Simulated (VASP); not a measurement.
# ZnSb2S6 (Fm-3m) in VASP: further runs

ZnSb2S6 is run at these levels: PBE; tasks: single point, relaxation of cell and atoms.

Program: VASP 6.6.1. These are calculated values, not measurements. Logs are shortened: lines on timing, memory, paths and dates and some standing lists are left out, and cuts for length are marked.

**1. The cell of the first run**

The structure is cubic, space group Fm-3m (No. 225). The conventional cell has a = 8.868 Å, b = 8.868 Å, c = 8.868 Å, α = 90.00°, β = 90.00°, γ = 90.00°. Within 3.1 Å of Zn (site symmetry m-3m) lie 6 S at 2.33 Å. Sb (site symmetry -43m) has 12 S at 3.14 Å and 4 Zn at 3.84 Å within 4.1 Å. S (site symmetry 4mm) has 1 Zn at 2.33 Å and 8 S at 2.98 to 3.29 Å and 4 Sb at 3.14 Å within 3.3 Å.

The cell was built from a structure type or drawn by symmetry, and may not be a known phase.

**2. Single point, PBE**

Input file INCAR:

```
PREC = Accurate
ENCUT = 520
EDIFF = 1E-7
ISMEAR = 0
SIGMA = 0.1
LREAL = F
LASPH = T
NELM = 100
ALGO = Normal
ISIF = 2
LWAVE = F
LCHARG = F
GGA = PE
NBANDS = 39
```

Input file KPOINTS:

```
Automatic mesh
0
Gamma
  8 8 8
```

Input file POSCAR:

```
ZnSb2S6
1.0
    0.0000000000      4.4337610076      4.4337610076
    4.4337610076      0.0000000000      4.4337610076
    4.4337610076      4.4337610076      0.0000000000
Zn Sb S
1 2 6
Direct
    0.0000000000      0.0000000000      0.0000000000
    0.2500000000      0.2500000000      0.2500000000
    0.7500000000      0.7500000000      0.7500000000
    0.7372952982      0.7372952982      0.2627047018
    0.7372952982      0.2627047018      0.7372952982
    0.2627047018      0.7372952982      0.2627047018
    0.2627047018      0.2627047018      0.7372952982
    0.2627047018      0.7372952982      0.7372952982
    0.7372952982      0.2627047018      0.2627047018
```

Potentials or basis: VASP PAW PBE potentials, release 64 (Zn, Sb, S).

On the command line:

```console
$ cat potpaw_PBE.64/Zn/POTCAR potpaw_PBE.64/Sb/POTCAR potpaw_PBE.64/S/POTCAR > POTCAR
$ mpirun -np 1 vasp_std > vasp.out
```

OUTCAR:

```text
PREC = Accurate
   ENCUT = 520
   EDIFF = 1E-7
   ISMEAR = 0
   LREAL = F
   LASPH = T
   NELM = 100
   ISIF = 2
   GGA = PE

 ion  position               nearest neighbor table
   1  0.000  0.000  0.000-   4 2.33   5 2.33   6 2.33   7 2.33   8 2.33   9 2.33
   2  0.250  0.250  0.250-   6 3.14   7 3.14   9 3.14   5 3.14   7 3.14   8 3.14   4 3.14   6 3.14
                             8 3.14   4 3.14   5 3.14   9 3.14
   3  0.750  0.750  0.750-   6 3.14   7 3.14   8 3.14   5 3.14   7 3.14   9 3.14   4 3.14   6 3.14
                             9 3.14   4 3.14   5 3.14   8 3.14
   4  0.737  0.737  0.263-   1 2.33   2 3.14   2 3.14   3 3.14   3 3.14
   5  0.737  0.263  0.737-   1 2.33   2 3.14   2 3.14   3 3.14   3 3.14
   6  0.263  0.737  0.263-   1 2.33   2 3.14   2 3.14   3 3.14   3 3.14
   7  0.263  0.263  0.737-   1 2.33   2 3.14   2 3.14   3 3.14   3 3.14
   8  0.263  0.737  0.737-   1 2.33   2 3.14   2 3.14   3 3.14   3 3.14
   9  0.737  0.263  0.263-   1 2.33   2 3.14   2 3.14   3 3.14   3 3.14

  LATTYP: Found a face centered cubic cell.
 ALAT       =     8.8675220152

  Lattice vectors:

 A1 = (   0.0000000000,   4.4337610076,   4.4337610076)
 A2 = (   4.4337610076,   0.0000000000,   4.4337610076)
 A3 = (   4.4337610076,   4.4337610076,   0.0000000000)

Analysis of symmetry for initial positions (statically):
=====================================================================
 Subroutine PRICEL returns:
 Original cell was already a primitive cell.

 Routine SETGRP: Setting up the symmetry group for a
 face centered cubic supercell.

 Subroutine GETGRP returns: Found 48 space group operations
 (whereof 48 operations were pure point group operations)
 out of a pool of 48 trial point group operations.

The static configuration has the point symmetry O_h .

Analysis of symmetry for dynamics (positions and initial velocities):
=====================================================================
 Subroutine PRICEL returns:
 Original cell was already a primitive cell.

 Routine SETGRP: Setting up the symmetry group for a
 face centered cubic supercell.

 Subroutine GETGRP returns: Found 48 space group operations
 (whereof 48 operations were pure point group operations)
 out of a pool of 48 trial point group operations.

The dynamic configuration has the point symmetry O_h .

 Subroutine INISYM returns: Found 48 space group operations
 (whereof 48 operations are pure point group operations),
 and found     1 'primitive' translations

----------------------------------------------------------------------------------------

                                     Primitive cell

  volume of cell :     174.3198

  direct lattice vectors                    reciprocal lattice vectors
     0.000000000  4.433761008  4.433761008    -0.112771076  0.112771076  0.112771076
     4.433761008  0.000000000  4.433761008     0.112771076 -0.112771076  0.112771076
     4.433761008  4.433761008  0.000000000     0.112771076  0.112771076 -0.112771076

  length of vectors
     6.270284949  6.270284949  6.270284949     0.195325233  0.195325233  0.195325233

  position of ions in fractional coordinates (direct lattice)
     0.000000000  0.000000000  0.000000000
     0.250000000  0.250000000  0.250000000
     0.750000000  0.750000000  0.750000000
     0.737295298  0.737295298  0.262704702
     0.737295298  0.262704702  0.737295298
     0.262704702  0.737295298  0.262704702
     0.262704702  0.262704702  0.737295298
     0.262704702  0.737295298  0.737295298
     0.737295298  0.262704702  0.262704702

  ion indices of the primitive-cell ions
   primitive index   ion index
                 1           1
                 2           2
                 3           3
                 4           4
                 5           5
                 6           6
                 7           7
                 8           8
                 9           9

----------------------------------------------------------------------------------------

 KPOINTS: Automatic mesh

Automatic generation of k-mesh.
[... 46 lines left out ...]
   GGA     = PE    functional components
   LHFCALC =     F    Hartree Fock is set to
   AEXX    =    0.0000 exact exchange contribution
   IVDW    =     0    specifies the selected vdW correction
   LEPSILON=     F    determine dielectric tensor
   LRPA    =     F    only Hartree local field effects (RPA)
 non-spin polarized calculation
 Gauss-broadening in eV      SIGMA  =   0.10
  energy-cutoff  :      520.00
  volume of cell :      174.32
 maximum number of plane-waves:      4723
   NGX = 23   NGY = 23   NGZ = 23

 number of electron      57.9999986 magnetization

 Free energy of the ion-electron system (eV)
  ---------------------------------------------------
  ext. energy  EPLUGINS =         0.00000000
  ---------------------------------------------------
  free energy    TOTEN  =       -29.78895559 eV

  energy without entropy =      -29.75368025  energy(sigma->0) =      -29.77131792

 E-fermi :   6.2660     XC(G=0): -10.5184

 val. band max:        6.2657721210   @ k =   0.3750   0.2500   0.1250
 cond. band min:       6.2762147244   @ k =  -0.2500   0.2500   0.0000
 fundamental gap:      0.0104426033
 Fermi energy:         6.2659502480

 k-point     1 :       0.0000    0.0000    0.0000
  band No.  band energies     occupation
      1      -8.4336      2.00000
      2      -5.9244      2.00000
      3      -5.9244      2.00000
      4      -5.9244      2.00000
      5      -5.1459      2.00000
      6      -5.1459      2.00000
[... 31 lines left out ...]
     38       9.9135      0.00000
     39      11.1755      0.00000

 k-point     2 :       0.1250    0.0000    0.0000
  band No.  band energies     occupation
      1      -8.3654      2.00000
      2      -6.0650      2.00000
      3      -5.9100      2.00000
      4      -5.9100      2.00000
      5      -5.1845      2.00000
      6      -5.1845      2.00000
[... 913 lines left out ...]
     38      12.0134      0.00000
     39      12.9151      0.00000

 k-point    24 :      -0.3750    0.2500    0.1250
  band No.  band energies     occupation
      1      -7.3235      2.00000
      2      -7.2183      2.00000
      3      -6.0948      2.00000
      4      -6.0348      2.00000
      5      -5.4831      2.00000
      6      -5.3572      2.00000
[... 31 lines left out ...]
     38      12.3866      0.00000
     39      12.9057      0.00000

 [... further k-points ...]

------------------------ aborting loop because EDIFF is reached ----------------------------------------

  FORCE on cell =-STRESS in cart. coord.  units (eV):
  Direction    XX          YY          ZZ          XY          YZ          ZX
  --------------------------------------------------------------------------------------
  -------------------------------------------------------------------------------------
  Total       -0.1189618     -0.1189618     -0.1189618     -0.0000000      0.0000000      0.0000000
  in kB       -1.0933800     -1.0933800     -1.0933800     -0.0000000      0.0000000      0.0000000
  external PRESSURE =      -1.0933800 kB  Pullay stress =       0.0000000 kB

 VOLUME and BASIS-vectors are now :
 -----------------------------------------------------------------------------
  energy-cutoff  :      520.00
  volume of cell :      174.32
      direct lattice vectors                 reciprocal lattice vectors
     0.000000000  4.433761008  4.433761008    -0.112771076  0.112771076  0.112771076
     4.433761008  0.000000000  4.433761008     0.112771076 -0.112771076  0.112771076
     4.433761008  4.433761008  0.000000000     0.112771076  0.112771076 -0.112771076

 POSITION                                       TOTAL-FORCE (eV/Angst)
 -----------------------------------------------------------------------------------
      0.00000      0.00000      0.00000         0.000000     -0.000000     -0.000000
      2.21688      2.21688      2.21688         0.000000     -0.000000     -0.000000
      6.65064      6.65064      6.65064         0.000000     -0.000000     -0.000000
      4.43376      4.43376      6.53798         0.000000     -0.000000     -0.026396
      4.43376      6.53798      4.43376         0.000000     -0.026396     -0.000000
      4.43376      2.32954      4.43376         0.000000      0.026396     -0.000000
      4.43376      4.43376      2.32954         0.000000     -0.000000      0.026396
      6.53798      4.43376      4.43376        -0.026396     -0.000000     -0.000000
      2.32954      4.43376      4.43376         0.026396     -0.000000     -0.000000
 -----------------------------------------------------------------------------------
    total drift:                                0.000000      0.000000     -0.000000

  FREE ENERGIE OF THE ION-ELECTRON SYSTEM (eV)
  ---------------------------------------------------
  free  energy   TOTEN  =       -29.7889555892 eV

  energy  without entropy=      -29.7536802508  energy(sigma->0) =      -29.77131792
```

Run time: 2.3 min. Hardware: 1 thread of Intel Xeon 6975P-C (Granite Rapids), shared host; peak memory 0.43 GiB.

What came out:

```yaml
Free_energy: -29.7890 eV
Pressure: -0.1 GPa
Largest_force: 0.026 eV/Å
Band_gap_on_the_k_mesh: zero (bands 29 and 30 overlap by 1.16 eV)
```

Forces in eV/Å, atoms in the order of the input:
```
Zn   0.000  0.000  0.000
Sb   0.000  0.000  0.000
Sb   0.000  0.000  0.000
S    0.000  0.000 -0.026
S    0.000 -0.026  0.000
S    0.000  0.026  0.000
S    0.000  0.000  0.026
S   -0.026  0.000  0.000
S    0.026  0.000  0.000
```

Levels at points of the mesh, in eV from the Fermi level:
| k point | band 27 | band 28 | band 29 | band 30 | band 31 | band 32 |
| --- | --- | --- | --- | --- | --- | --- |
| (0.00, 0.00, 0.00) | 0.73 | 0.73 | 0.73 | 1.02 | 1.02 | 3.56 |
| (0.50, 0.00, 0.00) | -0.21 | -0.18 | -0.16 | -0.02 | -0.02 | 0.32 |
| (0.50, 0.50, 0.00) | -0.82 | -0.45 | -0.24 | -0.24 | -0.14 | 0.68 |

Caveat: spin-orbit coupling is left out, which moves the levels of the heavy elements.

**3. Relaxation of cell and atoms, PBE**

This run uses another cell than the first one, of 19.44 Å³/atom.

Input file INCAR:

```
SYSTEM = ZnSb2S6
ALGO = Normal ; EDIFF = 1E-6
EDIFFG = -0.01 ; ENCUT = 600
GGA = PE ; IBRION = 2
ISIF = 3 ; ISMEAR = 0
LASPH = .True. ; LCHARG = .False.
LREAL = .False. ; LWAVE = .False.
NELM = 100 ; NSW = 100
PREC = Accurate ; SIGMA = 0.1
```

Input file KPOINTS:

```
k-points
0
Gamma
  8 8 8
  0 0 0
```

Input file POSCAR:

```
ZnSb2S6
1.0
    0.0000000000      4.4391438723      4.4391438723
    4.4391438723      0.0000000000      4.4391438723
    4.4391438723      4.4391438723      0.0000000000
Zn Sb S
1 2 6
Direct
    0.0000000000      0.0000000000      0.0000000000
    0.2500000000      0.2500000000      0.2500000000
    0.7500000000      0.7500000000      0.7500000000
    0.7369288719      0.7369288719      0.2630711281
    0.7369288719      0.2630711281      0.7369288719
    0.2630711281      0.7369288719      0.2630711281
    0.2630711281      0.2630711281      0.7369288719
    0.2630711281      0.7369288719      0.7369288719
    0.7369288719      0.2630711281      0.2630711281
```

Potentials or basis: VASP PAW PBE potentials, release 64 (Zn, Sb, S).

On the command line:

```console
$ cat potpaw_PBE.64/Zn/POTCAR potpaw_PBE.64/Sb/POTCAR potpaw_PBE.64/S/POTCAR > POTCAR
$ mpirun -np 1 vasp_std > vasp.out
```

It took 6.1 min on 1 thread of Intel Xeon 6975P-C (Granite Rapids), shared host; peak memory 0.49 GiB.

It converged, with:

| Quantity | Value |
| --- | --- |
| Free energy | -29.7901 eV |
| Relaxed volume | 19.33 Å³/atom |
| Relaxed cell | a = 6.266 Å, b = 6.266 Å, c = 6.266 Å, α = 60.00°, β = 60.00°, γ = 60.00° |
| Space group after relaxing (to 0.1 Å) | Fm-3m (No. 225) |
| Energy gained by relaxing | 0.1 meV/atom |
| Ionic steps | 3 |
| Pressure after relaxing | 0.0 GPa |
| Largest force after relaxing | 0.009 eV/Å |
| Band gap on the k mesh | zero (bands 29 and 30 overlap by 1.16 eV) |

Forces on the atoms (eV/Å):
```
Zn   0.000  0.000  0.000
Sb   0.000  0.000  0.000
Sb   0.000  0.000  0.000
S    0.000  0.000 -0.009
S    0.000 -0.009  0.000
S    0.000  0.009  0.000
S    0.000  0.000  0.009
S   -0.009  0.000  0.000
S    0.009  0.000  0.000
```

Step by step:
```
step  energy change (eV)  largest force (eV/Å)  pressure (GPa)  volume (Å³)
   1              0.0000                0.0129           -0.40       174.96
   2             -0.0012                0.0149            0.10       173.74
   3             -0.0013                0.0093            0.01       173.98
```

Final structure:
```xyz
9
Lattice="0.0000 4.4309 4.4309 4.4309 0.0000 4.4309 4.4309 4.4309 0.0000" Properties=species:S:1:pos:R:3 pbc="T T T"
Zn    0.0000    0.0000    0.0000
Sb    2.2154    2.2154    2.2154
Sb    6.6463    6.6463    6.6463
S     4.4309    4.4309    6.5310
S     4.4309    6.5310    4.4309
S     4.4309    2.3308    4.4309
S     4.4309    4.4309    2.3308
S     6.5310    4.4309    4.4309
S     2.3308    4.4309    4.4309
```

Levels at points of the mesh, in eV from the Fermi level:
```tsv
k point	band 27	band 28	band 29	band 30	band 31	band 32
(0.00, 0.00, 0.00)	0.73	0.73	0.73	1.02	1.02	3.57
(0.50, 0.00, 0.00)	-0.21	-0.18	-0.16	-0.01	-0.01	0.31
(0.50, 0.50, 0.00)	-0.82	-0.45	-0.24	-0.24	-0.13	0.68
```

Caveat: spin-orbit coupling is left out, which moves the levels of the heavy elements.

**4. Single point, PBE**

Input file INCAR:

```
SYSTEM = ZnSb2S6
PREC = Accurate ; ENCUT = 520
EDIFF = 1E-6 ; ISMEAR = 0
SIGMA = 0.2 ; LREAL = .False.
LASPH = .True. ; NELM = 100
ALGO = Normal ; ISIF = 2
LWAVE = .False. ; LCHARG = .False.
GGA = PE ; NBANDS = 39
```

Input file KPOINTS:

```
regular mesh
0
Gamma
  4 4 4
  0 0 0
```

Input file POSCAR:

```
ZnSb2S6
1.0
    0.0000000000      4.4337610076      4.4337610076
    4.4337610076      0.0000000000      4.4337610076
    4.4337610076      4.4337610076      0.0000000000
Zn Sb S
1 2 6
Direct
    0.0000000000      0.0000000000      0.0000000000
    0.2500000000      0.2500000000      0.2500000000
    0.7500000000      0.7500000000      0.7500000000
    0.7372952982      0.7372952982      0.2627047018
    0.7372952982      0.2627047018      0.7372952982
    0.2627047018      0.7372952982      0.2627047018
    0.2627047018      0.2627047018      0.7372952982
    0.2627047018      0.7372952982      0.7372952982
    0.7372952982      0.2627047018      0.2627047018
```

On the command line:

```console
$ cat potpaw_PBE.64/Zn/POTCAR potpaw_PBE.64/Sb/POTCAR potpaw_PBE.64/S/POTCAR > POTCAR
$ mpirun -np 1 vasp_std > vasp.out
```

It took 34 s on 1 thread of Intel Xeon 6975P-C (Granite Rapids), shared host; peak memory 0.34 GiB.

The run converged. Its results:

```
Free energy            : -29.8043 eV
Pressure               : 0.1 GPa
Largest force          : 0.093 eV/Å
Band gap on the k mesh : zero (bands 29 and 30 overlap by 1.16 eV)
```

Forces in eV/Å, atoms in the order of the input:
```
Zn   0.000  0.000  0.000
Sb   0.000  0.000  0.000
Sb   0.000  0.000  0.000
S    0.000  0.000 -0.093
S    0.000 -0.093  0.000
S    0.000  0.093  0.000
S    0.000  0.000  0.093
S   -0.093  0.000  0.000
S    0.093  0.000  0.000
```

Levels at points of the mesh, in eV from the Fermi level:
```tsv
k point	band 25	band 26	band 27	band 28	band 29	band 30	band 31	band 32	band 33	band 34
(0.00, 0.00, 0.00)	-0.55	-0.55	0.78	0.78	0.78	1.07	1.07	3.64	3.64	3.64
(0.50, 0.00, 0.00)	-1.56	-0.46	-0.13	-0.12	-0.08	0.04	0.04	0.38	0.38	3.02
(0.50, 0.50, 0.00)	-1.90	-1.90	-0.76	-0.36	-0.19	-0.19	-0.06	0.73	0.98	2.07
```

Caveat: spin-orbit coupling is left out, which moves the levels of the heavy elements.

**5. Relaxation of cell and atoms, PBE**

This run uses another cell than the first one, of 20.40 Å³/atom.

Input file INCAR:

```
SYSTEM = ZnSb2S6
PREC = Accurate
ENCUT = 600
EDIFF = 1E-6
ISMEAR = 0
SIGMA = 0.1
LREAL = .False.
LASPH = .True.
NELM = 60
ALGO = Normal
ISIF = 3
LWAVE = .False.
LCHARG = .False.
GGA = PE
IBRION = 2
NSW = 90
EDIFFG = -0.04
```

KPOINTS is that of step 4.

Input file POSCAR:

```
ZnSb2S6
1.0
    0.0000000000      4.5108699000      4.5108699000
    4.5108699000      0.0000000000      4.5108699000
    4.5108699000      4.5108699000      0.0000000000
Zn Sb S
1 2 6
Direct
    0.0000000000      0.0000000000      0.0000000000
    0.2500000000      0.2500000000      0.2500000000
    0.7500000000      0.7500000000      0.7500000000
    0.7753319700      0.7753319700      0.2246680300
    0.7753319700      0.2246680300      0.7753319700
    0.2246680300      0.7753319700      0.2246680300
    0.2246680300      0.2246680300      0.7753319700
    0.2246680300      0.7753319700      0.7753319700
    0.7753319700      0.2246680300      0.2246680300
```

On the command line:

```console
$ cat potpaw_PBE.64/Zn/POTCAR potpaw_PBE.64/Sb/POTCAR potpaw_PBE.64/S/POTCAR > POTCAR
$ mpirun -np 1 vasp_std > vasp.out
```

Wall time 14 min (1 thread of Intel Xeon 8259CL, shared host); peak memory 0.46 GiB.

The run converged. Its results:

```yaml
Free_energy: -29.7514 eV
Relaxed_volume: 19.28 Å³/atom
Relaxed_cell: a = 6.261 Å, b = 6.261 Å, c = 6.261 Å, α = 60.00°, β = 60.00°, γ = 60.00°
Space_group_after_relaxing_to_0.1_Å: Fm-3m (No. 225)
Energy_gained_by_relaxing: 498.4 meV/atom
Ionic_steps: 7
Pressure_after_relaxing: 0.1 GPa
Largest_force_after_relaxing: 0.034 eV/Å
Band_gap_on_the_k_mesh: zero (bands 29 and 30 overlap by 1.16 eV)
```

Forces in eV/Å, atoms in the order of the input:
```
Zn   0.000  0.000  0.000
Sb   0.000  0.000  0.000
Sb   0.000  0.000  0.000
S    0.000  0.000  0.034
S    0.000  0.034  0.000
S    0.000 -0.034  0.000
S    0.000  0.000 -0.034
S    0.034  0.000  0.000
S   -0.034  0.000  0.000
```

Step by step:
```tsv
step	energy change (eV)	largest force (eV/Å)	pressure (GPa)	volume (Å³)
1	0.0000	5.7376	13.47	183.57
2	-2.0666	0.3960	-10.38	233.01
3	-3.1997	0.8381	-5.39	209.82
4	-3.2024	0.9047	-5.13	209.10
5	-3.9348	0.7888	-3.19	193.04
6	-4.3838	0.5482	2.38	171.20
7	-4.4858	0.0339	0.05	173.56
```

Final structure:
```
CELL_PARAMETERS angstrom
0.00000 4.42732 4.42732
4.42732 0.00000 4.42732
4.42732 4.42732 0.00000
ATOMIC_POSITIONS crystal
Zn 0.00000 0.00000 0.00000
Sb 0.25000 0.25000 0.25000
Sb 0.75000 0.75000 0.75000
S 0.73529 0.73529 0.26471
S 0.73529 0.26471 0.73529
S 0.26471 0.73529 0.26471
S 0.26471 0.26471 0.73529
S 0.26471 0.73529 0.73529
S 0.73529 0.26471 0.26471
```

Levels at points of the mesh, in eV from the Fermi level:
```tsv
k point	band 27	band 28	band 29	band 30	band 31	band 32
(0.00, 0.00, 0.00)	0.82	0.82	0.82	1.09	1.09	3.68
(0.50, 0.00, 0.00)	-0.10	-0.06	-0.05	0.10	0.10	0.37
(0.50, 0.50, 0.00)	-0.72	-0.34	-0.16	-0.16	-0.02	0.77
```

Caveat: spin-orbit coupling is left out, which moves the levels of the heavy elements.

**6. Summary**

```csv
task,cell,k mesh,cutoff (eV),smearing,gap on the mesh (eV),pressure (GPa),relaxed volume (Å³/atom),largest force (eV/Å)
single point,"a = 6.270 Å, angles 60.0°, 9 atoms, atomic positions A",8 × 8 × 8,520,gaussian 0.1 eV,none,-0.1,-,0.03
relaxation of cell and atoms,"relaxed from a = 6.278 Å, angles 60.0°, 9 atoms, atomic positions A",8 × 8 × 8,600,gaussian 0.1 eV,none,0.0,19.33,0.01
single point,"a = 6.270 Å, angles 60.0°, 9 atoms, atomic positions A",4 × 4 × 4,520,gaussian 0.2 eV,none,0.1,-,0.09
relaxation of cell and atoms,"relaxed from a = 6.379 Å, angles 60.0°, 9 atoms, atomic positions B",4 × 4 × 4,600,gaussian 0.1 eV,none,0.1,19.28,0.03
```

Alike in all rows: level PBE; potentials or basis VASP PAW PBE potentials, release 64 (Zn, Sb, S); no spin polarisation.

Caveats: spin-orbit coupling is left out, which moves the levels of the heavy elements.

Total energies depend on the potentials used, so only differences within one code and one set of settings carry meaning.
